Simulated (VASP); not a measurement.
Here is a VASP 6.6.1 calculation.

File INCAR:

```
PREC     = Accurate       # precision mode
ENCUT    = 520            # plane-wave cutoff, eV
EDIFF    = 1E-6           # SCF threshold, eV
ISMEAR   = -1             # smearing method
SIGMA    = 0.05           # smearing width, eV
LREAL    = False          # projectors in reciprocal space
LASPH    = True           # aspherical terms in the spheres
NELM     = 100            # most SCF steps
ALGO     = Normal         # electronic algorithm
ISIF     = 2              # what is computed and relaxed
LWAVE    = False          # write WAVECAR
LCHARG   = False          # write CHGCAR
GGA      = PE             # functional
IVDW     = 12             # dispersion correction
NBANDS   = 15             # bands
```

File KPOINTS:

```
regular mesh
0
Gamma
  11 11 6
```

POSCAR

```
Os
1.0
    2.7358795823      0.0000000000      0.0000000000
   -1.3679397912      2.3693412200      0.0000000000
    0.0000000000      0.0000000000      4.3249672868
Os
2
Direct
    0.6666666667      0.3333333333      0.7500000000
    0.3333333333      0.6666666667      0.2500000000
```

Potentials or basis: VASP PAW PBE potentials, release 64 (Os).

The run is started by

```bash
$ cat potpaw_PBE.64/Os/POTCAR > POTCAR
$ mpirun -np 1 vasp_std > vasp.out
```

Task: Predict the dispersion energy per atom.

Result: -0.653 eV.

Task: What does it give for the band gap on the k mesh?

Result: Zero (band 8 reaches 11.53 eV, above the bottom of band 9 at 7.66 eV).

Stress tensor (GPa, compression positive):
```
 0.07  0.00  0.00
 0.00  0.07  0.00
 0.00  0.00 -0.08
```

Caveat: spin-orbit coupling is left out, which moves the levels of the heavy elements; pairwise dispersion overbinds metals, which lowers pressure and volume.
